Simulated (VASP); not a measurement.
# GaSbTe4 (Cmmm) in VASP: a series of runs

Runs on GaSbTe4. Level: PBE. Tasks: single point, relaxation of cell and atoms.

Everything below comes from runs of VASP 6.6.1. Logs are shortened: lines on timing, memory, paths and dates and some standing lists are left out, and cuts for length are marked.

**1. The cell of the first run**

It takes space group Cmmm (No. 65, orthorhombic). The conventional cell has a = 9.579 Å, b = 9.764 Å, c = 4.361 Å, α = 90.00°, β = 90.00°, γ = 90.00°. Within 3.7 Å of Ga (site symmetry mmm) lie 6 Te at 2.81 to 2.82 Å. Sb (site symmetry mmm) has 6 Te at 3.00 to 3.01 Å within 4.0 Å. Te (site symmetry 2mm) has 2 Ga at 2.81 Å and 1 Sb at 3.01 Å and 1 Te at 3.56 Å within 3.7 Å. Within 3.7 Å of Te (site symmetry m2m) lie 1 Ga at 2.82 Å and 2 Sb at 3.00 Å.

The cell was built from a structure type or drawn by symmetry, and may not be a known phase.

**2. Single point, PBE**

Input file INCAR:

```
SYSTEM = GaSbTe4
ALGO = Normal
EDIFF = 1E-6
ENCUT = 520
GGA = PE
ISIF = 2
ISMEAR = 0
LASPH = .True.
LCHARG = .False.
LREAL = .False.
LWAVE = .False.
NBANDS = 30
NELM = 60
PREC = Accurate
SIGMA = 0.1
```

Input file KPOINTS:

```
k-points
0
Gamma
  4 4 4
  0 0 0
```

Input file POSCAR:

```
GaSbTe4
1.0
    4.7893595047     -4.8819716864      0.0000000000
    4.7893595047      4.8819716864      0.0000000000
    0.0000000000      0.0000000000      4.3606528209
Ga Sb Te
1 1 4
Direct
    0.0000000000      0.0000000000      0.5000000000
    0.5000000000      0.5000000000      0.0000000000
    0.8144323676      0.8144323676      0.0000000000
    0.7113621909      0.2886378091      0.5000000000
    0.1855676324      0.1855676324      0.0000000000
    0.2886378091      0.7113621909      0.5000000000
```

Potentials or basis: VASP PAW PBE potentials, release 64 (Ga_d, Sb, Te).

Run with:

```sh
$ cat potpaw_PBE.64/Ga_d/POTCAR potpaw_PBE.64/Sb/POTCAR potpaw_PBE.64/Te/POTCAR > POTCAR
$ mpirun -np 1 vasp_std > vasp.out
```

OUTCAR:

```text
SYSTEM = GaSbTe4
   EDIFF = 1E-6
   ENCUT = 520
   GGA = PE
   ISIF = 2
   ISMEAR = 0
   LASPH = .True.
   LREAL = .False.
   NELM = 60
   PREC = Accurate

 ion  position               nearest neighbor table
   1  0.000  0.000  0.500-   3 2.81   5 2.81   3 2.81   5 2.81   4 2.82   6 2.82
   2  0.500  0.500  0.000-   4 3.00   6 3.00   4 3.00   6 3.00   5 3.01   3 3.01
   3  0.814  0.814  0.000-   1 2.81   1 2.81   2 3.01   5 3.56
   4  0.711  0.289  0.500-   1 2.82   2 3.00   2 3.00
   5  0.186  0.186  0.000-   1 2.81   1 2.81   2 3.01   3 3.56
   6  0.289  0.711  0.500-   1 2.82   2 3.00   2 3.00

  LATTYP: Found a base centered orthorhombic cell.
 ALAT       =     9.5787190094
 B/A-ratio  =     1.0193370704
 C/A-ratio  =     0.4552438397

  Lattice vectors:

 A1 = (   4.7893595047,  -4.8819716864,   0.0000000000)
 A2 = (   4.7893595047,   4.8819716864,   0.0000000000)
 A3 = (   0.0000000000,   0.0000000000,   4.3606528209)

Analysis of symmetry for initial positions (statically):
=====================================================================
 Subroutine PRICEL returns:
 Original cell was already a primitive cell.

 Routine SETGRP: Setting up the symmetry group for a
 base centered orthorhombic supercell.

 Subroutine GETGRP returns: Found  8 space group operations
 (whereof  8 operations were pure point group operations)
 out of a pool of  8 trial point group operations.

The static configuration has the point symmetry D_2h.

Analysis of symmetry for dynamics (positions and initial velocities):
=====================================================================
 Subroutine PRICEL returns:
 Original cell was already a primitive cell.

 Routine SETGRP: Setting up the symmetry group for a
 base centered orthorhombic supercell.

 Subroutine GETGRP returns: Found  8 space group operations
 (whereof  8 operations were pure point group operations)
 out of a pool of  8 trial point group operations.

The dynamic configuration has the point symmetry D_2h.

 Subroutine INISYM returns: Found  8 space group operations
 (whereof  8 operations are pure point group operations),
 and found     1 'primitive' translations

----------------------------------------------------------------------------------------

                                     Primitive cell

  volume of cell :     203.9174

  direct lattice vectors                    reciprocal lattice vectors
     4.789359505 -4.881971686  0.000000000     0.104398093 -0.102417636  0.000000000
     4.789359505  4.881971686  0.000000000     0.104398093  0.102417636  0.000000000
     0.000000000  0.000000000  4.360652821     0.000000000  0.000000000  0.229323462

  length of vectors
     6.838977410  6.838977410  4.360652821     0.146247510  0.146247510  0.229323462

  position of ions in fractional coordinates (direct lattice)
     0.000000000  0.000000000  0.500000000
     0.500000000  0.500000000  0.000000000
     0.814432368  0.814432368  0.000000000
     0.711362191  0.288637809  0.500000000
     0.185567632  0.185567632  0.000000000
     0.288637809  0.711362191  0.500000000

  ion indices of the primitive-cell ions
   primitive index   ion index
                 1           1
                 2           2
                 3           3
                 4           4
                 5           5
                 6           6

----------------------------------------------------------------------------------------

 KPOINTS: k-points

Automatic generation of k-mesh.
 Grid dimensions read from file:
 generate k-points for:    4    4    4

 Generating k-lattice:

  Cartesian coordinates                     Fractional coordinates (reciprocal lattice)
     0.026099523 -0.025604409  0.000000000     0.250000000  0.000000000  0.000000000
     0.026099523  0.025604409  0.000000000     0.000000000  0.250000000  0.000000000
     0.000000000  0.000000000  0.057330865     0.000000000  0.000000000  0.250000000

  Length of vectors
     0.036561877  0.036561877  0.057330865

  Shift w.r.t. Gamma in fractional coordinates (k-lattice)
[... 48 lines left out ...]

 E-fermi :   4.4749     XC(G=0):  -8.8250

 val. band max:        4.4747844953   @ k =   0.5000   0.2500   0.5000
 cond. band min:       4.5328890357   @ k =   0.2500  -0.0000   0.0000
 fundamental gap:      0.0581045404
 Fermi energy:         4.4749029192

 k-point     1 :       0.0000    0.0000    0.0000
  band No.  band energies     occupation
      1     -10.4948      2.00000
      2     -10.4471      2.00000
      3     -10.4138      2.00000
      4     -10.4100      2.00000
      5     -10.4066      2.00000
      6      -7.9050      2.00000
[... 22 lines left out ...]
     29       9.6378      0.00000
     30      10.1178      0.00000

 k-point     2 :       0.2500   -0.0000    0.0000
  band No.  band energies     occupation
      1     -10.4950      2.00000
      2     -10.4471      2.00000
      3     -10.4138      2.00000
      4     -10.4100      2.00000
      5     -10.4066      2.00000
      6      -7.7708      2.00000
[... 22 lines left out ...]
     29       9.1470      0.00000
     30      10.1061      0.00000

 k-point     3 :       0.5000   -0.0000    0.0000
  band No.  band energies     occupation
      1     -10.4953      2.00000
      2     -10.4471      2.00000
      3     -10.4138      2.00000
      4     -10.4099      2.00000
      5     -10.4066      2.00000
      6      -7.4859      2.00000
[... 22 lines left out ...]
     29       8.7451      0.00000
     30      10.6097      0.00000

 k-point     4 :       0.2500    0.2500    0.0000
  band No.  band energies     occupation
      1     -10.4956      2.00000
      2     -10.4471      2.00000
      3     -10.4139      2.00000
      4     -10.4099      2.00000
      5     -10.4066      2.00000
      6      -7.6424      2.00000
[... 517 lines left out ...]
     29      10.1897      0.00000
     30      10.4527      0.00000

 k-point    20 :      -0.2500    0.2500    0.5000
  band No.  band energies     occupation
      1     -10.4862      2.00000
      2     -10.4744      2.00000
      3     -10.4113      2.00000
      4     -10.4089      2.00000
      5     -10.4008      2.00000
      6      -6.6362      2.00000
[... 22 lines left out ...]
     29      10.4990      0.00000
     30      10.6849      0.00000

 k-point    21 :       0.5000    0.5000    0.5000
  band No.  band energies     occupation
      1     -10.4863      2.00000
      2     -10.4747      2.00000
      3     -10.4113      2.00000
      4     -10.4088      2.00000
      5     -10.4008      2.00000
      6      -6.5719      2.00000
[... 22 lines left out ...]
     29       9.7242      0.00000
     30       9.8598      0.00000

------------------------ aborting loop because EDIFF is reached ----------------------------------------

  FORCE on cell =-STRESS in cart. coord.  units (eV):
  Direction    XX          YY          ZZ          XY          YZ          ZX
  --------------------------------------------------------------------------------------
  -------------------------------------------------------------------------------------
  Total       -0.0091593      0.0344830      0.0644369      0.0000000      0.0000000      0.0000000
  in kB       -0.0719643      0.2709324      0.5062806      0.0000000      0.0000000      0.0000000
  external PRESSURE =       0.2350829 kB  Pullay stress =       0.0000000 kB

 VOLUME and BASIS-vectors are now :
 -----------------------------------------------------------------------------
  energy-cutoff  :      520.00
  volume of cell :      203.92
      direct lattice vectors                 reciprocal lattice vectors
     4.789359505 -4.881971686  0.000000000     0.104398093 -0.102417636  0.000000000
     4.789359505  4.881971686  0.000000000     0.104398093  0.102417636  0.000000000
     0.000000000  0.000000000  4.360652821     0.000000000  0.000000000  0.229323462

 POSITION                                       TOTAL-FORCE (eV/Angst)
 -----------------------------------------------------------------------------------
      0.00000      0.00000      2.18033        -0.000000      0.000000      0.000000
      4.78936      0.00000      0.00000         0.000000      0.000000      0.000000
      7.80122      0.00000      0.00000        -0.008255      0.000000      0.000000
      4.78936     -2.06373      2.18033         0.000000     -0.007472      0.000000
      1.77750      0.00000      0.00000         0.008255      0.000000      0.000000
      4.78936      2.06373      2.18033         0.000000      0.007472      0.000000
 -----------------------------------------------------------------------------------
    total drift:                                0.000000     -0.000000      0.000000

  FREE ENERGIE OF THE ION-ELECTRON SYSTEM (eV)
  ---------------------------------------------------
  free  energy   TOTEN  =       -18.7819412206 eV

  energy  without entropy=      -18.7590183015  energy(sigma->0) =      -18.77047976
```

Run time: 56 s. Hardware: 1 thread of Intel Xeon 6975P-C (Granite Rapids), shared host; peak memory 0.36 GiB.

What came out:

* Free energy: -18.7819 eV
* Pressure: 0.0 GPa
* Largest force: 0.008 eV/Å
* Band gap on the k mesh: zero (bands 21 and 22 overlap by 0.74 eV)

Forces in eV/Å, atoms in the order of the input:
```
Ga   0.000  0.000  0.000
Sb   0.000  0.000  0.000
Te  -0.008  0.000  0.000
Te   0.000 -0.007  0.000
Te   0.008  0.000  0.000
Te   0.000  0.007  0.000
```

Levels at points of the mesh, in eV from the Fermi level:
```csv
k point,band 17,band 18,band 19,band 20,band 21,band 22,band 23,band 24,band 25,band 26
"(0.00, 0.00, 0.00)",-1.24,-0.72,-0.50,-0.13,0.19,0.63,0.75,1.33,2.25,2.33
"(0.50, 0.00, 0.00)",-1.58,-0.44,-0.35,-0.30,-0.23,0.20,0.30,2.12,2.27,2.40
"(0.50, 0.50, 0.00)",-1.29,-0.96,-0.83,-0.60,-0.59,-0.55,0.59,2.08,2.89,3.10
"(0.00, 0.00, 0.50)",-2.33,-1.36,-1.34,-1.26,-0.88,-0.48,1.06,3.83,3.89,4.41
"(0.50, 0.00, 0.50)",-1.59,-0.60,-0.48,-0.29,-0.15,0.67,1.22,1.67,1.67,3.17
"(0.50, 0.50, 0.50)",-2.22,-0.85,-0.66,-0.44,-0.44,-0.39,0.65,2.85,3.68,4.12
```

Caveat: the k points lie up to 0.36 Å⁻¹ apart, too coarse for converged energies and pressures of a metal; spin-orbit coupling is left out, which moves the levels of the heavy elements.

**3. Single point, PBE**

This run uses another cell than the first one, of 30.68 Å³/atom.

Input file INCAR:

```
PREC = Accurate
ENCUT = 520
EDIFF = 1E-7
ISMEAR = 0
SIGMA = 0.1
LREAL = F
LASPH = T
NELM = 80
ALGO = Normal
ISIF = 2
LWAVE = F
LCHARG = F
GGA = PE
NBANDS = 30
```

Input file KPOINTS:

```
regular mesh
0
Gamma
  4 4 4
```

Input file POSCAR:

```
GaSbTe4
1.0
    4.5489540500     -4.5730902500      0.0000000000
    4.5489540500      4.5730902500      0.0000000000
    0.0000000000      0.0000000000      4.4245202500
Ga Sb Te
1 1 4
Direct
    0.0000000000      0.0000000000      0.5000000000
    0.5000000000      0.5000000000      0.0000000000
    0.8092463600      0.8092463600      0.0000000000
    0.6982636500      0.3017363500      0.5000000000
    0.1907536400      0.1907536400      0.0000000000
    0.3017363500      0.6982636500      0.5000000000
```

Potentials or basis: VASP PAW PBE potentials, release 64 (Ga_d, Sb, Te).

Run with:

```sh
$ cat potpaw_PBE.64/Ga_d/POTCAR potpaw_PBE.64/Sb/POTCAR potpaw_PBE.64/Te/POTCAR > POTCAR
$ mpirun -np 1 vasp_std > vasp.out
```

Run time: 55 s. Hardware: 1 thread of Intel Xeon 6975P-C (Granite Rapids), shared host; peak memory 0.33 GiB.

The run converged. Its results:

| Property | Result |
| --- | --- |
| Free energy | -18.3025 eV |
| Pressure | 5.4 GPa |
| Largest force | 1.018 eV/Å |
| Band gap on the k mesh | zero (bands 21 and 22 overlap by 0.85 eV) |

Forces in eV/Å, atoms in the order of the input:
```
Ga   0.000  0.000  0.000
Sb   0.000  0.000  0.000
Te   0.671  0.000  0.000
Te   0.000 -1.018  0.000
Te  -0.671  0.000  0.000
Te   0.000  1.018  0.000
```

Stress tensor (GPa, compression positive):
```
5.60 0.00 0.00
0.00 5.45 0.00
0.00 0.00 5.00
```

Levels at points of the mesh, in eV from the Fermi level:
| k point | band 18 | band 19 | band 20 | band 21 | band 22 | band 23 | band 24 | band 25 |
| --- | --- | --- | --- | --- | --- | --- | --- | --- |
| (0.00, 0.00, 0.00) | -1.20 | -0.74 | -0.02 | 0.13 | 0.13 | 0.79 | 1.02 | 2.43 |
| (0.50, 0.00, 0.00) | -0.86 | -0.50 | -0.01 | 0.06 | 0.13 | 0.17 | 1.93 | 2.60 |
| (0.50, 0.50, 0.00) | -1.35 | -0.91 | -0.82 | -0.78 | -0.72 | 0.16 | 2.00 | 3.43 |
| (0.00, 0.00, 0.50) | -1.67 | -1.66 | -1.41 | -1.30 | 0.00 | 1.04 | 4.76 | 4.89 |
| (0.50, 0.00, 0.50) | -0.65 | -0.60 | -0.11 | 0.02 | 1.21 | 1.72 | 2.08 | 2.35 |
| (0.50, 0.50, 0.50) | -0.93 | -0.45 | -0.44 | -0.41 | -0.24 | 0.76 | 3.32 | 4.09 |

Caveat: the cell stands under pressure; spin-orbit coupling is left out, which moves the levels of the heavy elements; forces of over 1 eV/Å act on the atoms, so gaps and moduli don't describe the material at rest.

**4. Relaxation of cell and atoms, PBE**

This run uses another cell than the first one, of 30.68 Å³/atom.

Input file INCAR:

```
SYSTEM = GaSbTe4
PREC = Accurate
ENCUT = 600
EDIFF = 1E-6
ISMEAR = 0
SIGMA = 0.1
LREAL = .FALSE.
LASPH = .TRUE.
NELM = 80
ALGO = Normal
ISIF = 3
LWAVE = .FALSE.
LCHARG = .FALSE.
GGA = PE
IBRION = 2
NSW = 90
EDIFFG = -0.04
```

Input file KPOINTS:

```
regular mesh
0
G
  4 4 4
  0 0 0
```

POSCAR is that of step 3.

Run with:

```sh
$ cat potpaw_PBE.64/Ga_d/POTCAR potpaw_PBE.64/Sb/POTCAR potpaw_PBE.64/Te/POTCAR > POTCAR
$ mpirun -np 1 vasp_std > vasp.out
```

It took 9.1 min on 1 thread of Intel Xeon 6975P-C (Granite Rapids), shared host; peak memory 0.41 GiB.

The run converged. Its results:

```
Free energy                           : -18.7808 eV
Relaxed volume                        : 33.97 Å³/atom
Relaxed cell                          : a = 6.836 Å, b = 6.836 Å, c = 4.362 Å, α = 90.00°, β = 90.00°, γ = 91.04°
Space group after relaxing (to 0.1 Å) : Cmmm (No. 65)
Energy gained by relaxing             : 79.7 meV/atom
Ionic steps                           : 12
Pressure after relaxing               : 0.1 GPa
Largest force after relaxing          : 0.011 eV/Å
Band gap on the k mesh                : zero (bands 21 and 22 overlap by 0.74 eV)
```

Forces on the atoms (eV/Å):
```
Ga   0.000  0.000  0.000
Sb   0.000  0.000  0.000
Te  -0.011  0.000  0.000
Te   0.000  0.010  0.000
Te   0.011  0.000  0.000
Te   0.000 -0.010  0.000
```

The path:
```csv
step,energy change (eV),largest force (eV/Å),pressure (GPa),volume (Å³)
1,0.0000,1.0175,5.34,184.08
2,-0.3603,0.3287,-1.46,212.67
3,-0.3847,0.4112,-0.35,206.13
4,-0.4232,0.3215,-0.22,205.19
5,-0.4608,0.1146,0.19,203.30
6,-0.4614,0.1686,0.26,203.01
7,-0.4683,0.1493,-0.13,204.97
8,-0.4689,0.1399,-0.30,205.79
9,-0.4746,0.1118,-0.17,205.04
10,-0.4767,0.0757,-0.03,204.22
11,-0.4779,0.0421,0.02,204.00
12,-0.4783,0.0112,0.05,203.79
```

Final structure:
```
CELL_PARAMETERS angstrom
4.78957 -4.87758 0.00000
4.78957 4.87758 0.00000
0.00000 0.00000 4.36175
ATOMIC_POSITIONS crystal
Ga 0.00000 0.00000 0.50000
Sb 0.50000 0.50000 0.00000
Te 0.81446 0.81446 0.00000
Te 0.71163 0.28837 0.50000
Te 0.18554 0.18554 0.00000
Te 0.28837 0.71163 0.50000
```

Levels at points of the mesh, in eV from the Fermi level:
```csv
k point,band 17,band 18,band 19,band 20,band 21,band 22,band 23,band 24,band 25
"(0.00, 0.00, 0.00)",-1.24,-0.73,-0.50,-0.13,0.19,0.63,0.75,1.32,2.24
"(0.50, 0.00, 0.00)",-1.58,-0.44,-0.35,-0.30,-0.23,0.20,0.30,2.12,2.27
"(0.50, 0.50, 0.00)",-1.29,-0.97,-0.83,-0.60,-0.59,-0.55,0.60,2.08,2.89
"(0.00, 0.00, 0.50)",-2.34,-1.36,-1.34,-1.26,-0.89,-0.48,1.06,3.83,3.89
"(0.50, 0.00, 0.50)",-1.60,-0.60,-0.48,-0.28,-0.14,0.67,1.21,1.67,1.68
"(0.50, 0.50, 0.50)",-2.23,-0.85,-0.66,-0.44,-0.43,-0.40,0.64,2.85,3.68
```

Caveat: spin-orbit coupling is left out, which moves the levels of the heavy elements.

**5. Single point, PBE**

Input file INCAR:

```
  ALGO = Normal
  EDIFF = 1E-6
  ENCUT = 520
  GGA = PE
  ISIF = 2
  ISMEAR = 0
  LASPH = True
  LCHARG = True
  LELF = True
  LREAL = False
  LVHAR = True
  LWAVE = False
  NBANDS = 30
  NELM = 80
  PREC = Accurate
  SIGMA = 0.1
```

Input file KPOINTS:

```
k-points
0
Gamma
  6 6 10
```

Input file POSCAR:

```
GaSbTe4
1.0
    4.8294619007     -4.9413870560      0.0000000000
    4.8294619007      4.9413870560      0.0000000000
    0.0000000000      0.0000000000      4.2758510123
Ga Sb Te
1 1 4
Direct
    0.0000000000      0.0000000000      0.5000000000
    0.5000000000      0.5000000000      0.0000000000
    0.8135291046      0.8135291046      0.0000000000
    0.7119950981      0.2880049019      0.5000000000
    0.1864708954      0.1864708954      0.0000000000
    0.2880049019      0.7119950981      0.5000000000
```

Run with:

```sh
$ cat potpaw_PBE.64/Ga_d/POTCAR potpaw_PBE.64/Sb/POTCAR potpaw_PBE.64/Te/POTCAR > POTCAR
$ mpirun -np 1 vasp_std > vasp.out
```

Wall time 4.4 min (1 thread of Intel Xeon 6975P-C (Granite Rapids), shared host); peak memory 0.61 GiB.

It converged, with:

- Free energy: -18.8190 eV
- Pressure: 0.0 GPa
- Largest force: 0.007 eV/Å
- Band gap on the k mesh: zero (bands 21 and 22 overlap by 0.73 eV)

Forces in eV/Å, atoms in the order of the input:
```
Ga   0.000  0.000  0.000
Sb   0.000  0.000  0.000
Te  -0.007  0.000  0.000
Te   0.000  0.003  0.000
Te   0.007  0.000  0.000
Te   0.000 -0.003  0.000
```

Levels at points of the mesh, in eV from the Fermi level:
```
           k point  band 18  band 19  band 20  band 21  band 22  band 23  band 24  band 25
(0.00, 0.00, 0.00)    -0.59    -0.40    -0.13     0.18     0.77     0.80     1.49     2.32
(0.50, 0.00, 0.00)    -0.39    -0.34    -0.33    -0.26     0.28     0.39     2.24     2.32
(0.50, 0.50, 0.00)    -1.00    -0.68    -0.65    -0.48    -0.38     0.73     2.20     2.93
(0.00, 0.00, 0.50)    -1.33    -1.28    -1.20    -0.85    -0.56     0.99     3.70     3.81
(0.50, 0.00, 0.50)    -0.59    -0.48    -0.35    -0.20     0.59     1.16     1.57     1.59
(0.50, 0.50, 0.50)    -0.84    -0.75    -0.46    -0.45    -0.38     0.58     2.81     3.56
```

Caveat: spin-orbit coupling is left out, which moves the levels of the heavy elements.

**6. Overview**

| task | cell | k mesh | cutoff (eV) | gap on the mesh (eV) | pressure (GPa) | largest force (eV/Å) |
| --- | --- | --- | --- | --- | --- | --- |
| single point | a = 6.839, b = 6.839, c = 4.361 Å, angles 90.0, 90.0, 91.1°, 6 atoms, atomic positions A | 4 × 4 × 4 | 520 | none | 0.0 | 0.01 |
| single point | a = 6.450, b = 6.450, c = 4.425 Å, angles 90.0, 90.0, 90.3°, 6 atoms, atomic positions B | 4 × 4 × 4 | 520 | none | 5.4 | 1.02 |
| relaxation of cell and atoms | relaxed from a = 6.450, b = 6.450, c = 4.425 Å, angles 90.0, 90.0, 90.3°, 6 atoms, atomic positions B | 4 × 4 × 4 | 600 | none | 0.1 | 0.01 |
| single point | a = 6.909, b = 6.909, c = 4.276 Å, angles 90.0, 90.0, 91.3°, 6 atoms, atomic positions A | 6 × 6 × 10 | 520 | none | 0.0 | 0.01 |

Alike in all rows: level PBE; potentials or basis VASP PAW PBE potentials, release 64 (Ga_d, Sb, Te); no spin polarisation; smearing gaussian 0.1 eV.

Caveats: some runs use coarse meshes; spin-orbit coupling is left out, which moves the levels of the heavy elements; the cell stands under pressure (at least some runs); forces of over 1 eV/Å act on the atoms, so gaps and moduli don't describe the material at rest (at least some runs).

Absolute energies hang on the potentials; compare differences alone.
